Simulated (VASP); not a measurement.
A run of VASP 6.6.1 is set up as follows.

File INCAR:

```
ALGO = Normal
EDIFF = 1E-6
EDIFFG = -0.04
ENCUT = 600
GGA = PE
IBRION = 2
ISIF = 3
ISMEAR = 0
LASPH = T
LCHARG = F
LREAL = F
LWAVE = F
NELM = 80
NSW = 90
PREC = Accurate
SIGMA = 0.1
```

File KPOINTS:

```
k-points
0
Gamma
  4 4 4
```

The input POSCAR:

```
B
1.0
    3.9646824400     -2.4121689900      0.0000000000
    3.9646824400      2.4121689900      0.0000000000
    0.0000000000      0.0000000000      4.4187040100
B
12
Direct
    0.2266267500      0.7733732500      0.0690149400
    0.7733732500      0.2266267500      0.5690149400
    0.2266267500      0.7733732500      0.4309850600
    0.7733732500      0.2266267500      0.9309850600
    0.4825087400      0.1696623100      0.4333017200
    0.5174912600      0.8303376900      0.9333017200
    0.8303376900      0.5174912600      0.0666982800
    0.1696623100      0.4825087400      0.5666982800
    0.5174912600      0.8303376900      0.5666982800
    0.4825087400      0.1696623100      0.0666982800
    0.1696623100      0.4825087400      0.9333017200
    0.8303376900      0.5174912600      0.4333017200
```

Potentials or basis: VASP PAW PBE potentials, release 64 (B).

The run is started by

```console
$ cat potpaw_PBE.64/B/POTCAR > POTCAR
$ mpirun -np 1 vasp_std > vasp.out
```

(1) Estimate the band gap on the k mesh.

(2) What does it give for the space group after relaxing (to 0.1 Å)?

(3) Estimate the relaxed cell.

## Answers

(1) zero (bands 18 and 19 overlap by 3.19 eV).

(2) Cmcm (No. 63).

(3) a = 4.755 Å, b = 4.755 Å, c = 5.425 Å, α = 90.00°, β = 90.00°, γ = 41.36°.

Caveat: the k points lie up to 0.50 Å⁻¹ apart in the final cell, too coarse for converged energies and pressures of a metal; a cell axis changed by over 15 % at a fixed basis, so the end point is rough.
